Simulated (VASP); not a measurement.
# W (Fm-3m) in VASP: a series of runs

W is run at these levels: LDA; tasks: single point.

All numbers are computed with VASP 6.6.1; they aren't measurements. Logs are shortened: lines on timing, memory, paths and dates and some standing lists are left out, and cuts for length are marked.

### 1 The cell of the first run

It takes space group Fm-3m (No. 225, cubic). Conventional cell: a = 3.351 Å, b = 3.351 Å, c = 3.351 Å, α = 90.00°, β = 90.00°, γ = 90.00°. W (site symmetry m-3m) has 12 W at 2.37 Å within 3.1 Å.

### 2 Single point, LDA

Input file INCAR:

```
PREC     = Accurate       # precision mode
ENCUT    = 520            # plane-wave cutoff, eV
EDIFF    = 1E-7           # SCF threshold, eV
ISMEAR   = -1             # smearing method
SIGMA    = 0.08           # smearing width, eV
LREAL    = False          # projectors in reciprocal space
LASPH    = True           # aspherical terms in the spheres
NELM     = 60             # most SCF steps
ALGO     = Normal         # electronic algorithm
ISIF     = 2              # what is computed and relaxed
LWAVE    = False          # write WAVECAR
LCHARG   = False          # write CHGCAR
NBANDS   = 13             # bands
```

Input file KPOINTS:

```
Automatic mesh
0
Gamma
  16 16 16
```

Input file POSCAR:

```
W
1.0
    0.0000000000      1.6752831025      1.6752831025
    1.6752831025      0.0000000000      1.6752831025
    1.6752831025      1.6752831025      0.0000000000
W
1
Direct
    0.0000000000      0.0000000000      0.0000000000
```

Potentials or basis: VASP PAW LDA potentials, release 64 (W_sv).

Command:

```bash
> cat potpaw_LDA.64/W_sv/POTCAR > POTCAR
> mpirun -np 1 vasp_std > vasp.out
```

OUTCAR:

```text
PREC = Accurate
   ENCUT = 520
   EDIFF = 1E-7
   ISMEAR = -1
   LREAL = False
   LASPH = True
   NELM = 60
   ISIF = 2

 ion  position               nearest neighbor table
   1  0.000  0.000  0.000-

  LATTYP: Found a face centered cubic cell.
 ALAT       =     3.3505662050

  Lattice vectors:

 A1 = (   0.0000000000,   1.6752831025,   1.6752831025)
 A2 = (   1.6752831025,   0.0000000000,   1.6752831025)
 A3 = (   1.6752831025,   1.6752831025,   0.0000000000)

Analysis of symmetry for initial positions (statically):
=====================================================================
 Subroutine PRICEL returns:
 Original cell was already a primitive cell.

 Routine SETGRP: Setting up the symmetry group for a
 face centered cubic supercell.

 Subroutine GETGRP returns: Found 48 space group operations
 (whereof 48 operations were pure point group operations)
 out of a pool of 48 trial point group operations.

The static configuration has the point symmetry O_h .

Analysis of symmetry for dynamics (positions and initial velocities):
=====================================================================
 Subroutine PRICEL returns:
 Original cell was already a primitive cell.

 Routine SETGRP: Setting up the symmetry group for a
 face centered cubic supercell.

 Subroutine GETGRP returns: Found 48 space group operations
 (whereof 48 operations were pure point group operations)
 out of a pool of 48 trial point group operations.

The dynamic configuration has the point symmetry O_h .

 Subroutine INISYM returns: Found 48 space group operations
 (whereof 48 operations are pure point group operations),
 and found     1 'primitive' translations

----------------------------------------------------------------------------------------

                                     Primitive cell

  volume of cell :       9.4036

  direct lattice vectors                    reciprocal lattice vectors
     0.000000000  1.675283102  1.675283102    -0.298457019  0.298457019  0.298457019
     1.675283102  0.000000000  1.675283102     0.298457019 -0.298457019  0.298457019
     1.675283102  1.675283102  0.000000000     0.298457019  0.298457019 -0.298457019

  length of vectors
     2.369208084  2.369208084  2.369208084     0.516942720  0.516942720  0.516942720

  position of ions in fractional coordinates (direct lattice)
     0.000000000  0.000000000  0.000000000

  ion indices of the primitive-cell ions
   primitive index   ion index
                 1           1

[... 74 lines left out ...]
   NSW    =      0    number of steps for IOM
   IBRION =     -1    ionic relax: 0-MD 1-quasi-New 2-CG
   NFREE  =      0    steps in history (QN), initial steepest desc. (CG)
   ISIF   =      2    stress and relaxation
   ISYM   =      2    0-nonsym 1-usesym 2-fastsym
   POTIM  = 0.5000    time-step for ionic-motion
   TEBEG  =    0.0;   TEEND  =   0.0 temperature during run
   PSTRESS=    0.0 pullay stress
   NELECT =      14.0000    total number of electrons
   NUPDOWN=      -1.0000    fix difference up-down
   EMIN   =  10.00;   EMAX   =-10.00  energy-range for DOS
   EFERMI =   0.00;   METHOD = LEGACY
   ISMEAR =    -1;   SIGMA  =   0.08  broadening in eV -4-tet -1-fermi 0-gaus
   EFERMI_NEDOS =   21; number of points for ismear=-14 and -15
   IALGO  =     38    algorithm
   IMIX   =      4    mixing-type and parameters
     AMIX     =   0.40;   BMIX     =  1.00
     AMIX_MAG =   1.60;   BMIX_MAG =  1.00
  volume/ion in A,a.u.               =       9.40        63.46
  Fermi-wavevector in a.u.,A,eV,Ry     =   1.869330  3.532521 47.544124  3.494395
  Thomas-Fermi vector in A             =   2.915391
   LORBIT       =      0    0 simple, 1 ext, 2 COOP (PROOUT), +10 PAW based schemes
   GGA     = CA    functional components
   LHFCALC =     F    Hartree Fock is set to
   AEXX    =    0.0000 exact exchange contribution
   IVDW    =     0    specifies the selected vdW correction
   LEPSILON=     F    determine dielectric tensor
   LRPA    =     F    only Hartree local field effects (RPA)
 non-spin polarized calculation
  energy-cutoff  :      520.00
  volume of cell :        9.40
 maximum number of plane-waves:       268
 NGX is ok and might be reduce to    18

 number of electron      14.0000001 magnetization

 Free energy of the ion-electron system (eV)
  ---------------------------------------------------
  ext. energy  EPLUGINS =         0.00000000
  ---------------------------------------------------
  free energy    TOTEN  =        -7.85544680 eV

  energy without entropy =       -7.84326099  energy(sigma->0) =       -7.84935390

 E-fermi :  20.3348     XC(G=0): -16.9842

 val. band max:       20.3345077329   @ k =  -0.3125   0.1875   0.0625
 cond. band min:      20.4675328107   @ k =   0.5000   0.1875   0.0625
 fundamental gap:      0.1330250778
 Fermi energy:        20.3348394078

 k-point     1 :       0.0000    0.0000    0.0000
  band No.  band energies     occupation
      1     -53.5296      2.00000
      2     -15.0854      2.00000
      3     -15.0854      2.00000
      4     -15.0854      2.00000
      5       9.2837      2.00000
      6      17.9961      2.00000
      7      17.9961      2.00000
      8      17.9961      2.00000
      9      24.5533      0.00000
     10      24.5533      0.00000
     11      32.8826      0.00000
     12      41.3791      0.00000
     13      41.3791      0.00000
[... 354 lines left out ...]
  band No.  band energies     occupation
      1     -53.4289      2.00000
      2     -15.7710      2.00000
      3     -15.2772      2.00000
      4     -15.1184      2.00000
      5      10.2435      2.00000
      6      17.2810      2.00000
      7      18.3560      2.00000
      8      18.5685      2.00000
      9      23.5682      0.00000
     10      24.4560      0.00000
     11      34.6191      0.00000
     12      39.6265      0.00000
     13      42.0866      0.00000

 [... further k-points ...]
[... 5 lines left out ...]
  --------------------------------------------------------------------------------------
  -------------------------------------------------------------------------------------
  Total       26.1784452     26.1784452     26.1784452      0.0000000      0.0000000      0.0000000
  in kB     4460.2562692   4460.2562692   4460.2562692      0.0000000      0.0000000      0.0000000
  external PRESSURE =    4460.2562692 kB  Pullay stress =       0.0000000 kB

 VOLUME and BASIS-vectors are now :
 -----------------------------------------------------------------------------
  energy-cutoff  :      520.00
  volume of cell :        9.40
      direct lattice vectors                 reciprocal lattice vectors
     0.000000000  1.675283102  1.675283102    -0.298457019  0.298457019  0.298457019
     1.675283102  0.000000000  1.675283102     0.298457019 -0.298457019  0.298457019
     1.675283102  1.675283102  0.000000000     0.298457019  0.298457019 -0.298457019

 POSITION                                       TOTAL-FORCE (eV/Angst)
 -----------------------------------------------------------------------------------
      0.00000      0.00000      0.00000        -0.000000     -0.000000      0.000000
 -----------------------------------------------------------------------------------
    total drift:                                0.000000     -0.000000      0.000000

  FREE ENERGIE OF THE ION-ELECTRON SYSTEM (eV)
  ---------------------------------------------------
  free  energy   TOTEN  =        -7.8554468012 eV

  energy  without entropy=       -7.8432609921  energy(sigma->0) =       -7.84935390
```

OSZICAR:

```text
N       E                     dE             d eps       ncg     rms          rms(c)
DAV:   1     0.823577591906E+02    0.82358E+02   -0.72751E+03  3868   0.131E+03
DAV:   2    -0.705985329235E+01   -0.89418E+02   -0.85544E+02  4170   0.327E+02
DAV:   3    -0.831046895183E+01   -0.12506E+01   -0.12476E+01  4205   0.364E+01
DAV:   4    -0.831280052782E+01   -0.23316E-02   -0.23315E-02  4315   0.173E+00
DAV:   5    -0.831280768004E+01   -0.71522E-05   -0.71512E-05  4250   0.914E-02    0.530E+01
DAV:   6    -0.799920999213E+01    0.31360E+00   -0.68480E-02  3865   0.338E+00    0.289E+01
DAV:   7    -0.785650941956E+01    0.14270E+00   -0.78607E-02  3895   0.341E+00    0.522E-01
DAV:   8    -0.785541040727E+01    0.10990E-02   -0.24548E-03  4110   0.735E-01    0.420E-02
DAV:   9    -0.785543686935E+01   -0.26462E-04   -0.68752E-05  4335   0.122E-01    0.147E-02
DAV:  10    -0.785544685572E+01   -0.99864E-05   -0.38657E-06  4255   0.223E-02    0.861E-03
DAV:  11    -0.785544680117E+01    0.54556E-07   -0.68205E-08  2773   0.302E-03
   1 F= -.78554468E+01 E0= -.78493539E+01  d E =-.121858E-01
```

It took 36 s on 1 thread of AMD EPYC 7R13, shared host; peak memory 0.1 GiB.

Results:

```yaml
Free_energy: -7.8554 eV
Pressure: 446.0 GPa
Band_gap_on_the_k_mesh: zero (band 7 reaches 29.68 eV, above the bottom of band 8 at 18.00 eV)
```

Caveat: spin-orbit coupling is left out, which moves the levels of the heavy elements.

### 3 Single point, LDA

Input file INCAR:

```
PREC = Accurate
ENCUT = 520
EDIFF = 1E-6
ISMEAR = 0
SIGMA = 0.1
LREAL = F
LASPH = T
NELM = 80
ALGO = Normal
ISIF = 2
LWAVE = F
LCHARG = T
LELF = T
LVHAR = T
NBANDS = 13
```

Input file KPOINTS:

```
regular mesh
0
Gamma
  16 16 16
```

POSCAR is that of step 2.

Potentials or basis: VASP PAW LDA potentials, release 64 (W_sv).

Command:

```bash
> cat potpaw_LDA.64/W_sv/POTCAR > POTCAR
> mpirun -np 1 vasp_std > vasp.out
```

OUTCAR:

```text
PREC = Accurate
   ENCUT = 520
   EDIFF = 1E-6
   ISMEAR = 0
   LREAL = F
   LASPH = T
   NELM = 80
   ISIF = 2

 ion  position               nearest neighbor table
   1  0.000  0.000  0.000-

  LATTYP: Found a face centered cubic cell.
 ALAT       =     3.3505662050

  Lattice vectors:

 A1 = (   0.0000000000,   1.6752831025,   1.6752831025)
 A2 = (   1.6752831025,   0.0000000000,   1.6752831025)
 A3 = (   1.6752831025,   1.6752831025,   0.0000000000)

Analysis of symmetry for initial positions (statically):
=====================================================================
 Subroutine PRICEL returns:
 Original cell was already a primitive cell.

 Routine SETGRP: Setting up the symmetry group for a
 face centered cubic supercell.

 Subroutine GETGRP returns: Found 48 space group operations
 (whereof 48 operations were pure point group operations)
 out of a pool of 48 trial point group operations.

The static configuration has the point symmetry O_h .

Analysis of symmetry for dynamics (positions and initial velocities):
=====================================================================
 Subroutine PRICEL returns:
 Original cell was already a primitive cell.

 Routine SETGRP: Setting up the symmetry group for a
 face centered cubic supercell.

 Subroutine GETGRP returns: Found 48 space group operations
 (whereof 48 operations were pure point group operations)
 out of a pool of 48 trial point group operations.

The dynamic configuration has the point symmetry O_h .

 Subroutine INISYM returns: Found 48 space group operations
 (whereof 48 operations are pure point group operations),
 and found     1 'primitive' translations

----------------------------------------------------------------------------------------

                                     Primitive cell

  volume of cell :       9.4036
[... 107 lines left out ...]
     AMIX_MAG =   1.60;   BMIX_MAG =  1.00
  volume/ion in A,a.u.               =       9.40        63.46
  Fermi-wavevector in a.u.,A,eV,Ry     =   1.869330  3.532521 47.544124  3.494395
  Thomas-Fermi vector in A             =   2.915391
   LORBIT       =      0    0 simple, 1 ext, 2 COOP (PROOUT), +10 PAW based schemes
   GGA     = CA    functional components
   LHFCALC =     F    Hartree Fock is set to
   AEXX    =    0.0000 exact exchange contribution
   IVDW    =     0    specifies the selected vdW correction
   LEPSILON=     F    determine dielectric tensor
   LRPA    =     F    only Hartree local field effects (RPA)
 non-spin polarized calculation
 Gauss-broadening in eV      SIGMA  =   0.10
  energy-cutoff  :      520.00
  volume of cell :        9.40
 maximum number of plane-waves:       268
 NGX is ok and might be reduce to    18

 number of electron      14.0000001 magnetization

 Free energy of the ion-electron system (eV)
  ---------------------------------------------------
  ext. energy  EPLUGINS =         0.00000000
  ---------------------------------------------------
  free energy    TOTEN  =        -7.85071384 eV

  energy without entropy =       -7.84737006  energy(sigma->0) =       -7.84904195

 E-fermi :  20.3200     XC(G=0): -16.9840

 val. band max:       20.3181479299   @ k =   0.4375   0.1875   0.0625
 cond. band min:      20.3346286528   @ k =  -0.3125   0.1875   0.0625
 fundamental gap:      0.0164807230
 Fermi energy:        20.3199505689

 k-point     1 :       0.0000    0.0000    0.0000
  band No.  band energies     occupation
      1     -53.5288      2.00000
      2     -15.0846      2.00000
      3     -15.0846      2.00000
      4     -15.0846      2.00000
      5       9.2834      2.00000
      6      17.9968      2.00000
      7      17.9968      2.00000
      8      17.9968      2.00000
      9      24.5534      0.00000
     10      24.5534      0.00000
     11      32.8838      0.00000
     12      41.3782      0.00000
     13      41.3782      0.00000
[... 354 lines left out ...]
  band No.  band energies     occupation
      1     -53.4281      2.00000
      2     -15.7702      2.00000
      3     -15.2764      2.00000
      4     -15.1176      2.00000
      5      10.2432      2.00000
      6      17.2817      2.00000
      7      18.3567      2.00000
      8      18.5692      2.00000
      9      23.5682      0.00000
     10      24.4561      0.00000
     11      34.6202      0.00000
     12      39.6255      0.00000
     13      42.0857      0.00000

 [... further k-points ...]
[... 5 lines left out ...]
  --------------------------------------------------------------------------------------
  -------------------------------------------------------------------------------------
  Total       26.1688416     26.1688416     26.1688416      0.0000000     -0.0000000      0.0000000
  in kB     4458.6200082   4458.6200082   4458.6200082      0.0000000     -0.0000000      0.0000000
  external PRESSURE =    4458.6200082 kB  Pullay stress =       0.0000000 kB

 VOLUME and BASIS-vectors are now :
 -----------------------------------------------------------------------------
  energy-cutoff  :      520.00
  volume of cell :        9.40
      direct lattice vectors                 reciprocal lattice vectors
     0.000000000  1.675283102  1.675283102    -0.298457019  0.298457019  0.298457019
     1.675283102  0.000000000  1.675283102     0.298457019 -0.298457019  0.298457019
     1.675283102  1.675283102  0.000000000     0.298457019  0.298457019 -0.298457019

 POSITION                                       TOTAL-FORCE (eV/Angst)
 -----------------------------------------------------------------------------------
      0.00000      0.00000      0.00000         0.000000      0.000000      0.000000
 -----------------------------------------------------------------------------------
    total drift:                                0.000000     -0.000000      0.000000

  FREE ENERGIE OF THE ION-ELECTRON SYSTEM (eV)
  ---------------------------------------------------
  free  energy   TOTEN  =        -7.8507138398 eV

  energy  without entropy=       -7.8473700579  energy(sigma->0) =       -7.84904195
```

Wall time 34 s (1 thread of AMD EPYC 7R13, shared host); peak memory 0.1 GiB.

Results:

* Free energy: -7.8507 eV
* Pressure: 445.9 GPa
* Band gap on the k mesh: zero (band 7 reaches 29.68 eV, above the bottom of band 8 at 18.00 eV)

Caveat: spin-orbit coupling is left out, which moves the levels of the heavy elements.
